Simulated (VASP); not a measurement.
Here is a VASP 6.6.1 calculation.

The input INCAR:

```
PREC = Accurate
ENCUT = 520
EDIFF = 1E-7
ISMEAR = 0
SIGMA = 0.1
LREAL = F
LASPH = T
NELM = 150
ALGO = Normal
ISIF = 2
LWAVE = F
LCHARG = T
ISPIN = 2
MAGMOM = 0 0 0 0 0 0 0 0 0 0 0 0 1 0
LORBIT = 11
LDIPOL = T
IDIPOL = 3
DIPOL = 0.5 0.5 0.308
GGA = PE
LVHAR = T
LVACPOTAV = T
NBANDS = 40
KPAR = 4
```

The input KPOINTS:

```
regular mesh
0
Gamma
  5 5 1
```

POSCAR

```
Li12NO
1.0
    5.9451735978      0.0000000000      0.0000000000
   -1.9817245326      5.6051634218      0.0000000000
    0.0000000000      0.0000000000     22.6831262891
Li N O
12 1 1
Direct
    0.2500000000      0.2500000000      0.1763425354
    0.2500000000      0.7500000000      0.1763425354
    0.7500000000      0.2500000000      0.1763425354
    0.7500000000      0.7500000000      0.1763425354
    0.0000000000      0.0000000000      0.2794233694
    0.0000000000      0.5000000000      0.2794233694
    0.5000000000      0.0000000000      0.2794233694
    0.5000000000      0.5000000000      0.2794233694
    0.2500000000      0.2500000000      0.3828011262
    0.2500000000      0.7500000000      0.3828011262
    0.7500000000      0.2500000000      0.3828011262
    0.7500000000      0.7500000000      0.3828011262
    0.9166666667      0.5833333333      0.4670046868
    1.0655269119      0.7321935786      0.4930152108
```

Potentials or basis: VASP PAW PBE potentials, release 64 (Li_sv, N, O).

Launch:

```bash
$ cat potpaw_PBE.64/Li_sv/POTCAR potpaw_PBE.64/N/POTCAR potpaw_PBE.64/O/POTCAR > POTCAR
$ mpirun -np 4 vasp_std > vasp.out
```

Task: Predict the largest force.

Result: 4.183 eV/Å.

Task: Estimate the site moments.

Result: Li +0.00, -0.00, +0.01 (each value once); N +0.56; O +0.46 μB.

Forces on the atoms (eV/Å):
```
Li  -0.006  0.001 -0.019
Li  -0.013 -0.007 -0.006
Li   0.008  0.014 -0.002
Li   0.011 -0.009 -0.009
Li  -0.004  0.004  0.007
Li   0.003  0.009 -0.047
Li   0.010 -0.007  0.099
Li  -0.010 -0.001  0.007
Li  -0.042  0.021 -0.005
Li  -0.207 -0.089  0.283
Li   0.046  0.350  0.338
Li   0.201 -0.190  0.306
N   -1.828 -2.628 -2.693
O    1.832  2.532  1.741
```

Caveat: the standard files for N, O and F lose accuracy on very short bonds; a moment this small can come from the mesh or the smearing.
